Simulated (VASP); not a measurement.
# Mn3AlN (Cmmm) in VASP: notebook

Mn3AlN is run at these levels: PBE; tasks: single point.

Everything below comes from runs of VASP 6.6.1. Logs are shortened: lines on timing, memory, paths and dates and some standing lists are left out, and cuts for length are marked.

**1. The cell of the first run**

The structure is orthorhombic, space group Cmmm (No. 65). The conventional cell has a = 5.533 Å, b = 6.474 Å, c = 3.797 Å, α = 90.00°, β = 90.00°, γ = 90.00°. Within 2.1 Å of Mn (site symmetry m2m) lie 1 Al at 1.56 Å and 1 Mn at 1.67 Å. Mn (site symmetry mmm) has 2 Mn at 1.67 Å within 2.2 Å. Within 2.1 Å of Al (site symmetry mmm) lie 2 Mn at 1.56 Å and 2 N at 1.90 Å. N (site symmetry mmm) has 2 Al at 1.90 Å and 4 Mn at 2.46 Å within 2.5 Å.

The cell was generated, and may not be a known phase.

**2. Single point, PBE, collinear spin, ferromagnetic start**

INCAR

```
PREC     = Accurate       # precision mode
ENCUT    = 520            # plane-wave cutoff, eV
EDIFF    = 1E-7           # SCF threshold, eV
ISMEAR   = 0              # smearing method
SIGMA    = 0.1            # smearing width, eV
LREAL    = False          # projectors in reciprocal space
LASPH    = True           # aspherical terms in the spheres
NELM     = 150            # most SCF steps
ALGO     = Normal         # electronic algorithm
ISIF     = 2              # what is computed and relaxed
LWAVE    = False          # write WAVECAR
LCHARG   = True           # write CHGCAR
ISPIN    = 2              # spin polarisation
MAGMOM   = 4 4 4 0 0      # initial moments
LORBIT   = 11             # projections on sites
LMAXMIX  = 4              # l up to which the mixer works
GGA      = PE             # functional
LELF     = True           # ELF
LVHAR    = True         
NBANDS   = 36             # bands
```

KPOINTS

```
regular mesh
0
Gamma
  4 4 4
```

POSCAR

```
Mn3AlN
1.0
    2.7663955900     -3.2367890700      0.0000000000
    2.7663955900      3.2367890700      0.0000000000
    0.0000000000      0.0000000000      3.7969205200
Mn Al N
3 1 1
Direct
    0.7582898900      0.2417101100      0.0000000000
    0.2417101100      0.7582898900      0.0000000000
    0.5000000000      0.5000000000      0.0000000000
    0.0000000000      0.0000000000      0.0000000000
    0.0000000000      0.0000000000      0.5000000000
```

Potentials or basis: VASP PAW PBE potentials, release 64 (Mn_pv, Al, N).

Command:

```bash
cat potpaw_PBE.64/Mn_pv/POTCAR potpaw_PBE.64/Al/POTCAR potpaw_PBE.64/N/POTCAR > POTCAR
mpirun -np 1 vasp_std > vasp.out
```

OUTCAR:

```text
PREC = Accurate
   ENCUT = 520
   EDIFF = 1E-7
   ISMEAR = 0
   LREAL = False
   LASPH = True
   NELM = 150
   ISIF = 2
   ISPIN = 2
   LORBIT = 11
   GGA = PE

 ion  position               nearest neighbor table
   1  0.758  0.242  0.000-   4 1.56   3 1.67   5 2.46   5 2.46   2 2.77   2 2.77   2 3.13   4 3.23
                             4 3.23
   2  0.242  0.758  0.000-   4 1.56   3 1.67   5 2.46   5 2.46   1 2.77   1 2.77   1 3.13   4 3.23
                             4 3.23
   3  0.500  0.500  0.000-   1 1.67   2 1.67   4 2.77   4 2.77   4 3.24   4 3.24
   4  0.000  0.000  0.000-   1 1.56   2 1.56   5 1.90   5 1.90   3 2.77   3 2.77   1 3.23   1 3.23
                             2 3.23   2 3.23   3 3.24   3 3.24
   5  0.000  0.000  0.500-   4 1.90   4 1.90   1 2.46   1 2.46   2 2.46   2 2.46

 -----------------------------------------------------------------------------
|                                                                             |
|           W    W    AA    RRRRR   N    N  II  N    N   GGGG   !!!           |
|           W    W   A  A   R    R  NN   N  II  NN   N  G    G  !!!           |
|           W    W  A    A  R    R  N N  N  II  N N  N  G       !!!           |
|           W WW W  AAAAAA  RRRRR   N  N N  II  N  N N  G  GGG   !            |
|           WW  WW  A    A  R   R   N   NN  II  N   NN  G    G                |
|           W    W  A    A  R    R  N    N  II  N    N   GGGG   !!!           |
|                                                                             |
|     The distance between some ions is very small. Please check the          |
|     nearest-neighbor list in the OUTCAR file.                               |
|     I HOPE YOU KNOW WHAT YOU ARE DOING!                                     |
|                                                                             |
 -----------------------------------------------------------------------------

  LATTYP: Found a base centered orthorhombic cell.
 ALAT       =     5.5327911800
 B/A-ratio  =     1.1700384000
 C/A-ratio  =     0.6862576946

  Lattice vectors:

 A1 = (   2.7663955900,  -3.2367890700,   0.0000000000)
 A2 = (   2.7663955900,   3.2367890700,   0.0000000000)
 A3 = (   0.0000000000,   0.0000000000,   3.7969205200)

Analysis of symmetry for initial positions (statically):
=====================================================================
 Subroutine PRICEL returns:
 Original cell was already a primitive cell.

 Routine SETGRP: Setting up the symmetry group for a
 base centered orthorhombic supercell.

 Subroutine GETGRP returns: Found  8 space group operations
 (whereof  8 operations were pure point group operations)
 out of a pool of  8 trial point group operations.

The static configuration has the point symmetry D_2h.

Analysis of symmetry for dynamics (positions and initial velocities):
=====================================================================
 Subroutine PRICEL returns:
 Original cell was already a primitive cell.

 Routine SETGRP: Setting up the symmetry group for a
 base centered orthorhombic supercell.

 Subroutine GETGRP returns: Found  8 space group operations
 (whereof  8 operations were pure point group operations)
 out of a pool of  8 trial point group operations.

The dynamic configuration has the point symmetry D_2h.

Analysis of structural, dynamic, and magnetic symmetry:
=====================================================================
 Subroutine PRICEL returns:
 Original cell was already a primitive cell.

 Routine SETGRP: Setting up the symmetry group for a
 base centered orthorhombic supercell.

 Subroutine GETGRP returns: Found  8 space group operations
 (whereof  8 operations were pure point group operations)
 out of a pool of  8 trial point group operations.

The overall configuration has the point symmetry D_2h.

 Subroutine INISYM returns: Found  8 space group operations
 (whereof  8 operations are pure point group operations),
 and found     1 'primitive' translations

----------------------------------------------------------------------------------------

                                     Primitive cell

  volume of cell :      67.9971

  direct lattice vectors                    reciprocal lattice vectors
     2.766395590 -3.236789070  0.000000000     0.180740600 -0.154474076  0.000000000
     2.766395590  3.236789070  0.000000000     0.180740600  0.154474076  0.000000000
     0.000000000  0.000000000  3.796920520     0.000000000  0.000000000  0.263371328

  length of vectors
     4.257904184  4.257904184  3.796920520     0.237759132  0.237759132  0.263371328

  position of ions in fractional coordinates (direct lattice)
     0.758289890  0.241710110  0.000000000
     0.241710110  0.758289890  0.000000000
     0.500000000  0.500000000  0.000000000
     0.000000000  0.000000000  0.000000000
     0.000000000  0.000000000  0.500000000

  ion indices of the primitive-cell ions
[... 71 lines left out ...]
   TEBEG  =    0.0;   TEEND  =   0.0 temperature during run
   PSTRESS=    0.0 pullay stress
   NELECT =      47.0000    total number of electrons
   NUPDOWN=      -1.0000    fix difference up-down
   EMIN   =  10.00;   EMAX   =-10.00  energy-range for DOS
   EFERMI =   0.00;   METHOD = LEGACY
   ISMEAR =     0;   SIGMA  =   0.10  broadening in eV -4-tet -1-fermi 0-gaus
   EFERMI_NEDOS =   21; number of points for ismear=-14 and -15
   IALGO  =     38    algorithm
   IMIX   =      4    mixing-type and parameters
     AMIX     =   0.40;   BMIX     =  1.00
     AMIX_MAG =   1.60;   BMIX_MAG =  1.00
  volume/ion in A,a.u.               =      13.60        91.77
  Fermi-wavevector in a.u.,A,eV,Ry     =   1.447474  2.735329 28.506661  2.095181
  Thomas-Fermi vector in A             =   2.565425
   LORBIT       =     11    0 simple, 1 ext, 2 COOP (PROOUT), +10 PAW based schemes
   GGA     = PE    functional components
   LHFCALC =     F    Hartree Fock is set to
   AEXX    =    0.0000 exact exchange contribution
   IVDW    =     0    specifies the selected vdW correction
   LEPSILON=     F    determine dielectric tensor
   LRPA    =     F    only Hartree local field effects (RPA)
 spin polarized calculation
 Gauss-broadening in eV      SIGMA  =   0.10
  energy-cutoff  :      520.00
  volume of cell :       68.00
 maximum number of plane-waves:      1846
   NGX = 15   NGY = 15   NGZ = 15

 number of electron      47.0000000 magnetization      12.0000000

 number of electron      47.0000027 magnetization       0.3981908

 Free energy of the ion-electron system (eV)
  ---------------------------------------------------
  ext. energy  EPLUGINS =         0.00000000
  ---------------------------------------------------
  free energy    TOTEN  =       -14.99238193 eV

  energy without entropy =      -14.97697983  energy(sigma->0) =      -14.98468088

 E-fermi :   6.3756     XC(G=0): -11.0172

 val. band max:        6.3738426644   @ k =   0.5000   0.5000   0.0000
 cond. band min:       6.3803915171   @ k =   0.5000   0.0000   0.0000
 fundamental gap:      0.0065488527
 Fermi energy:         6.3756401319

 spin component 1

 k-point     1 :       0.0000    0.0000    0.0000
  band No.  band energies     occupation
      1     -45.6139      1.00000
      2     -42.5716      1.00000
      3     -42.0755      1.00000
      4     -42.0221      1.00000
      5     -41.8845      1.00000
      6     -41.6683      1.00000
[... 787 lines left out ...]
     34      12.5276      0.00000
     35      15.7086      0.00000
 Fermi energy:         6.3756401319

 spin component 2

 k-point     1 :       0.0000    0.0000    0.0000
  band No.  band energies     occupation
      1     -45.8403      1.00000
      2     -42.8020      1.00000
      3     -42.7213      1.00000
      4     -42.1961      1.00000
      5     -40.9883      1.00000
      6     -40.7907      1.00000
[... 787 lines left out ...]
     34      12.6244      0.00000
     35      15.8099      0.00000
 [bands above 35 left out]

------------------------ aborting loop because EDIFF is reached ----------------------------------------

  FORCE on cell =-STRESS in cart. coord.  units (eV):
  Direction    XX          YY          ZZ          XY          YZ          ZX
  --------------------------------------------------------------------------------------
  -------------------------------------------------------------------------------------
  Total       -4.0354674    111.2007337     -8.3519458     -0.0000000      0.0000000      0.0000000
  in kB      -95.0854875   2620.1614382   -196.7922840     -0.0000000      0.0000000      0.0000000
  external PRESSURE =     776.0945556 kB  Pullay stress =       0.0000000 kB

 VOLUME and BASIS-vectors are now :
 -----------------------------------------------------------------------------
  energy-cutoff  :      520.00
  volume of cell :       68.00
      direct lattice vectors                 reciprocal lattice vectors
     2.766395590 -3.236789070  0.000000000     0.180740600 -0.154474076  0.000000000
     2.766395590  3.236789070  0.000000000     0.180740600  0.154474076  0.000000000
     0.000000000  0.000000000  3.796920520     0.000000000  0.000000000  0.263371328

 POSITION                                       TOTAL-FORCE (eV/Angst)
 -----------------------------------------------------------------------------------
      2.76640     -1.67206      0.00000         0.000000     12.534186     -0.000000
      2.76640      1.67206      0.00000         0.000000    -12.534186      0.000000
      2.76640      0.00000      0.00000        -0.000000      0.000000     -0.000000
      0.00000      0.00000      0.00000         0.000000      0.000000     -0.000000
      0.00000      0.00000      1.89846         0.000000      0.000000     -0.000000
 -----------------------------------------------------------------------------------
    total drift:                               -0.000000     -0.000000     -0.000000

  FREE ENERGIE OF THE ION-ELECTRON SYSTEM (eV)
  ---------------------------------------------------
  free  energy   TOTEN  =       -14.9923819275 eV

  energy  without entropy=      -14.9769798295  energy(sigma->0) =      -14.98468088

 total charge

# of ion       s       p       d       tot
------------------------------------------
    1        0.345   6.296   6.017  12.658
    2        0.345   6.296   6.017  12.658
    3        0.365   6.460   5.728  12.553
    4        0.538   0.694   0.000   1.232
    5        1.281   2.287   0.000   3.568
--------------------------------------------------
tot          2.874  22.033  17.761  42.668

 magnetization (x)

# of ion       s       p       d       tot
------------------------------------------
    1        0.002  -0.002   0.701   0.701
    2        0.002  -0.002   0.701   0.701
    3       -0.017  -0.018  -0.944  -0.979
    4        0.000   0.001   0.000   0.001
    5        0.007  -0.024   0.000  -0.018
--------------------------------------------------
tot         -0.006  -0.045   0.459   0.407
```

It took 69 s on 1 thread of Intel Xeon Platinum 8488C (Sapphire Rapids), shared host; peak memory 0.24 GiB.

Results:

| Quantity | Value |
| --- | --- |
| Free energy | -14.9924 eV |
| Pressure | 77.6 GPa |
| Largest force | 12.534 eV/Å |
| Net moment | 0.40 μB per cell |
| Site moments | Mn +0.70, -0.98 (each value once); Al +0.00; N -0.02 μB |
| Valence electrons inside the program's atomic spheres | Mn 12.66, 12.55 (each value once); Al 1.23; N 3.57 |

Forces on the atoms (eV/Å):
```
Mn    0.000  12.534   0.000
Mn    0.000 -12.534   0.000
Mn    0.000   0.000   0.000
Al    0.000   0.000   0.000
N     0.000   0.000   0.000
```

Caveat: the k points lie up to 0.41 Å⁻¹ apart; atoms lie so close that the PAW spheres overlap strongly, which falsifies energies and pressures; forces of over 1 eV/Å act on the atoms, so gaps and moduli don't describe the material at rest. With open d or f shells a metallic result of PBE can be an artefact of self-interaction; +U or a hybrid may open a gap.

**3. Single point, PBE, collinear spin, ferromagnetic start**

This run uses another cell than the first one, of 19.08 Å³/atom.

INCAR

```
SYSTEM = Mn3AlN
PREC = Accurate
ENCUT = 520
EDIFF = 1E-7
ISMEAR = 0
SIGMA = 0.1
LREAL = .FALSE.
LASPH = .TRUE.
NELM = 150
ALGO = Normal
ISIF = 2
LWAVE = .FALSE.
LCHARG = .FALSE.
ISPIN = 2
MAGMOM = 4 4 4 0 0
LORBIT = 11
LMAXMIX = 4
GGA = PE
NBANDS = 36
```

KPOINTS

```
Automatic mesh
0
G
  4 4 4
  0 0 0
```

POSCAR

```
Mn3AlN
1.0
    2.6164841103     -5.1809802005      0.0000000000
    2.6164841103      5.1809802005      0.0000000000
    0.0000000000      0.0000000000      3.5178683058
Mn Al N
3 1 1
Direct
    0.7394117297      0.2605882703      0.0000000000
    0.2605882703      0.7394117297      0.0000000000
    0.5000000000      0.5000000000      0.0000000000
    0.0000000000      0.0000000000      0.0000000000
    0.0000000000      0.0000000000      0.5000000000
```

Potentials or basis: VASP PAW PBE potentials, release 64 (Mn_pv, Al, N).

Command:

```bash
cat potpaw_PBE.64/Mn_pv/POTCAR potpaw_PBE.64/Al/POTCAR potpaw_PBE.64/N/POTCAR > POTCAR
mpirun -np 1 vasp_std > vasp.out
```

Wall time 2.3 min (1 thread of Intel Xeon Platinum 8488C (Sapphire Rapids), shared host); peak memory 0.35 GiB.

The run converged. Its results:

```yaml
Free_energy: -32.6290 eV
Pressure: 1.0 GPa
Largest_force: 0.727 eV/Å
Net_moment: 12.31 μB per cell
Site_moments: Mn +3.84, +3.72 (each value once); Al -0.04; N +0.13 μB
Valence_electrons_inside_the_program's_atomic_spheres: Mn 11.46, 11.51 (each value once); Al 0.86; N 3.67
```

Forces in eV/Å, atoms in the order of the input:
```
Mn   0.000 -0.727  0.000
Mn   0.000  0.727  0.000
Mn   0.000  0.000  0.000
Al   0.000  0.000  0.000
N    0.000  0.000  0.000
```

Stress tensor (GPa, compression positive):
```
 0.86  0.00  0.00
 0.00  2.50  0.00
 0.00  0.00 -0.25
```

Levels at points of the mesh, in eV from the Fermi level:
Spin up:
| k point | band 26 | band 27 | band 28 | band 29 | band 30 | band 31 | band 32 | band 33 | band 34 | band 35 |
| --- | --- | --- | --- | --- | --- | --- | --- | --- | --- | --- |
| (0.00, 0.00, 0.00) | -1.65 | -1.48 | -1.47 | -1.26 | 1.07 | 1.30 | 1.51 | 3.85 | 3.88 | 4.16 |
| (0.50, 0.00, 0.00) | -1.94 | -1.91 | -1.43 | -1.11 | -0.02 | 0.33 | 1.79 | 4.10 | 6.64 | 7.09 |
| (0.50, 0.50, 0.00) | -1.49 | -1.36 | -1.36 | -1.03 | -0.82 | 1.35 | 2.35 | 5.08 | 5.31 | 6.98 |
| (0.00, 0.00, 0.50) | -1.28 | -1.18 | -1.05 | -0.79 | -0.66 | 0.50 | 1.72 | 3.20 | 3.33 | 3.69 |
| (0.50, 0.00, 0.50) | -1.57 | -1.42 | -1.24 | -0.65 | -0.18 | 0.67 | 1.78 | 2.08 | 2.60 | 4.88 |
| (0.50, 0.50, 0.50) | -1.16 | -1.11 | -1.05 | -0.82 | 0.14 | 0.15 | 1.27 | 1.55 | 4.66 | 4.99 |
Spin down:
| k point | band 13 | band 14 | band 15 | band 16 | band 17 | band 18 | band 19 | band 20 | band 21 | band 22 |
| --- | --- | --- | --- | --- | --- | --- | --- | --- | --- | --- |
| (0.00, 0.00, 0.00) | -3.53 | -3.46 | -0.92 | -0.42 | -0.23 | 0.09 | 0.24 | 0.52 | 0.68 | 0.84 |
| (0.50, 0.00, 0.00) | -3.87 | -2.63 | -1.01 | -0.95 | -0.07 | 0.22 | 0.31 | 0.65 | 0.71 | 0.87 |
| (0.50, 0.50, 0.00) | -3.42 | -2.82 | -1.20 | -1.10 | -1.04 | 0.20 | 0.42 | 0.58 | 0.77 | 1.00 |
| (0.00, 0.00, 0.50) | -2.35 | -2.11 | -0.82 | -0.53 | -0.12 | -0.10 | -0.04 | 0.19 | 0.38 | 0.72 |
| (0.50, 0.00, 0.50) | -2.44 | -2.35 | -1.26 | -0.38 | -0.36 | -0.13 | 0.36 | 0.41 | 0.63 | 0.73 |
| (0.50, 0.50, 0.50) | -2.56 | -2.47 | -0.87 | -0.77 | -0.14 | 0.00 | 0.10 | 0.15 | 0.34 | 0.43 |

Caveat: the k points lie up to 0.45 Å⁻¹ apart; the run started ferromagnetic, and an antiferromagnetic order may lie lower in energy. With open d or f shells a metallic result of PBE can be an artefact of self-interaction; +U or a hybrid may open a gap.

**4. Single point, PBE, collinear spin, ferrimagnetic start**

This run uses another cell than the first one, of 19.08 Å³/atom.

INCAR

```
PREC = Accurate
ENCUT = 520
EDIFF = 1E-6
ISMEAR = 0
SIGMA = 0.1
LREAL = F
LASPH = T
NELM = 150
ALGO = Normal
ISIF = 2
LWAVE = F
LCHARG = F
ISPIN = 2
MAGMOM = 4.07 4.07 -3.89 0 0
LORBIT = 11
LMAXMIX = 4
GGA = PE
NBANDS = 36
```

KPOINTS

```
regular mesh
0
Gamma
  4 4 6
```

POSCAR is that of step 3.

Command:

```bash
cat potpaw_PBE.64/Mn_pv/POTCAR potpaw_PBE.64/Al/POTCAR potpaw_PBE.64/N/POTCAR > POTCAR
mpirun -np 1 vasp_std > vasp.out
```

Wall time 2.7 min (1 thread of Intel Xeon Platinum 8488C (Sapphire Rapids), shared host); peak memory 0.37 GiB.

The run converged. Its results:

```yaml
Free_energy: -32.9466 eV
Pressure: -0.1 GPa
Largest_force: 0.025 eV/Å
Net_moment: 4.35 μB per cell
Site_moments: Mn +3.79, -3.68 (each value once); Al -0.00; N +0.09 μB
Valence_electrons_inside_the_program's_atomic_spheres: Mn 11.45, 11.47 (each value once); Al 0.86; N 3.67
```

Forces in eV/Å, atoms in the order of the input:
```
Mn   0.000 -0.025  0.000
Mn   0.000  0.025  0.000
Mn   0.000  0.000  0.000
Al   0.000  0.000  0.000
N    0.000  0.000  0.000
```

Stress tensor (GPa, compression positive):
```
-0.29  0.00  0.00
 0.00  0.07  0.00
 0.00  0.00 -0.19
```

Levels at points of the mesh, in eV from the Fermi level:
Spin up:
```csv
k point,band 23,band 24,band 25,band 26,band 27,band 28,band 29,band 30
"(0.00, 0.00, 0.00)",-1.74,-1.64,-0.80,-0.60,0.26,1.16,1.24,1.31
"(0.50, 0.00, 0.00)",-2.31,-2.30,-1.43,0.23,0.33,0.94,1.12,1.25
"(0.50, 0.50, 0.00)",-1.71,-1.64,-0.83,0.07,0.47,0.95,1.04,1.25
"(0.00, 0.00, 0.50)",-1.48,-1.20,-0.69,0.12,0.20,0.43,0.62,1.57
"(0.50, 0.00, 0.50)",-1.67,-1.46,-0.49,-0.28,0.21,0.21,0.91,1.66
"(0.50, 0.50, 0.50)",-1.50,-1.30,-0.23,0.26,0.30,0.46,1.04,1.57
```
Spin down:
```tsv
k point	band 19	band 20	band 21	band 22	band 23	band 24
(0.00, 0.00, 0.00)	-2.56	-1.33	0.05	0.11	0.16	0.57
(0.50, 0.00, 0.00)	-2.18	-1.09	-0.36	0.24	0.39	0.55
(0.50, 0.50, 0.00)	-2.56	-1.33	0.08	0.24	0.25	0.32
(0.00, 0.00, 0.50)	-1.09	-0.96	-0.47	-0.34	-0.26	-0.19
(0.50, 0.00, 0.50)	-1.42	-0.52	0.13	0.19	0.22	0.42
(0.50, 0.50, 0.50)	-1.16	-0.50	-0.36	-0.24	-0.12	0.22
```

**5. The runs side by side**

```csv
spin,cell,k mesh,gap on the mesh (eV),pressure (GPa),moment (μB),largest force (eV/Å)
"collinear, ferromagnetic start","a = 4.258, b = 4.258, c = 3.797 Å, angles 90.0, 90.0, 99.0°, 5 atoms, atomic positions A",4 × 4 × 4,none,77.6,0.40,12.53
"collinear, ferromagnetic start","a = 5.804, b = 5.804, c = 3.518 Å, angles 90.0, 90.0, 126.4°, 5 atoms, atomic positions B",4 × 4 × 4,none,1.0,12.31,0.73
"collinear, ferrimagnetic start","a = 5.804, b = 5.804, c = 3.518 Å, angles 90.0, 90.0, 126.4°, 5 atoms, atomic positions B",4 × 4 × 6,none,-0.1,4.35,0.03
```

Alike in all rows: task single point; level PBE; potentials or basis VASP PAW PBE potentials, release 64 (Mn_pv, Al, N); cutoff (eV) 520; smearing gaussian 0.1 eV.

Caveats: some runs use coarse meshes; atoms lie so close that the PAW spheres overlap strongly, which falsifies energies and pressures (at least some runs); forces of over 1 eV/Å act on the atoms, so gaps and moduli don't describe the material at rest (at least some runs); the run started ferromagnetic, and an antiferromagnetic order may lie lower in energy (at least some runs).

Total energies depend on the potentials used, so only differences within one code and one set of settings carry meaning.
